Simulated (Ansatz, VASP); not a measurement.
This is a calculation of TaN for VASP 6.6.1.

Contents of INCAR:

```
SYSTEM = TaN
PREC = Accurate
ENCUT = 520
EDIFF = 1E-6
ISMEAR = -1
SIGMA = 0.05
LREAL = .False.
LASPH = .True.
NELM = 80
ALGO = Normal
ISIF = 2
LWAVE = .False.
LCHARG = .False.
GGA = PS
NBANDS = 15
```

Contents of KPOINTS:

```
regular mesh
0
Gamma
  9 9 8
  0 0 0
```

Contents of POSCAR:

```
TaN
1.0
    2.9673800000      0.0000000000      0.0000000000
   -1.4836900000      2.5698264627      0.0000000000
    0.0000000000      0.0000000000      2.8830000000
Ta N
1 1
Direct
    0.0000000000      0.0000000000      0.5000000000
    0.6666666667      0.3333333333      0.0000000000
```

Potentials or basis: VASP PAW PBE potentials, release 64 (Ta_pv, N).

The run is started by

```sh
$ cat potpaw_PBE.64/Ta_pv/POTCAR potpaw_PBE.64/N/POTCAR > POTCAR
$ mpirun -np 1 vasp_std > vasp.out
```

**Question.** Set up the same calculation for Ansatz 0.2.0. Potentials there: Ansatz PAW.

**Answer.** As run (the cutoff follows the program's own potentials):

Contents of input.yaml:

```yaml
crystal:
  lattice:
    - [2.96738, 0.0, 0.0]
    - [-1.48369, 2.5698264627, 0.0]
    - [0.0, 0.0, 2.883]
  atoms:
    - { symbol: Ta, position: [0.0, 0.0, 0.5] }
    - { symbol: "N", position: [0.6666666667, 0.3333333333, 0.0] }
hamiltonian:
  xc: pbesol
  pseudopotentials: { kind: paw }
kpoints:
  mp_grid: { grid: [9, 9, 8] }
scf:
  occupations: { method: fermi_dirac, width: 0.05 }
output:
  forces: true
  stress: true
  eigenvalues: true
```

Potentials or basis: Ansatz PAW.

Run with:

```bash
$ ansatz run input.yaml --threads 2 --pin off --max-ram 5632MiB --backend cpu --events-out ev --progress --plain --runs-dir out
```

Both were run:

|  | VASP | Ansatz | Ansatz less VASP |
| --- | --- | --- | --- |
| gap on the k mesh at the Fermi level (eV) | none | none | - |
| pressure (GPa) | -10.4 | -11.1 | -0.70 |
| traceless stress, the component that is largest in VASP (GPa) | 3.75 | 3.62 | -0.123 |

VASP's potentials were made for PBE, not for PBEsol. A gap of «none» marks a metal or a gap that the smearing closes. VASP's potentials hold 16 valence electrons a cell and Ansatz's 18, so a difference there can come from the potentials and not from the codes.

Spin-orbit coupling is off throughout.
